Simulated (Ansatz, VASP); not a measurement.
**Cr in VASP and in Ansatz**

```
Cr
1.0
    -0.77275    1.54550    1.54550
     1.54550   -0.77275    1.54550
     1.54550    1.54550   -0.77275
Cr
1
Cartesian
  0.0000 0.0000 0.0000
```

Alike in both runs: task single point; functional PBEsol; k mesh 24 × 24 × 24; occupations gaussian, width 0.15 eV; no spin polarisation.

```csv
,VASP,Ansatz
version,VASP 6.6.1,Ansatz 0.2.0
potentials or method,"VASP PAW PBE potentials, release 64 (Cr_pv), cutoff 520 eV","scalar-relativistic, plane waves, PAW"
valence electrons in the cell,12,14
```

|  | VASP | Ansatz | Ansatz less VASP |
| --- | --- | --- | --- |
| gap on the k mesh at the Fermi level (eV) | none | none | - |
| pressure (GPa) | -2.9 | -2.7 | +0.16 |

VASP's potentials were made for PBE, not for PBEsol. A gap of «none» marks a metal or a gap that the smearing closes. VASP's potentials hold 12 valence electrons a cell and Ansatz's 14, so a difference there can come from the potentials and not from the codes.
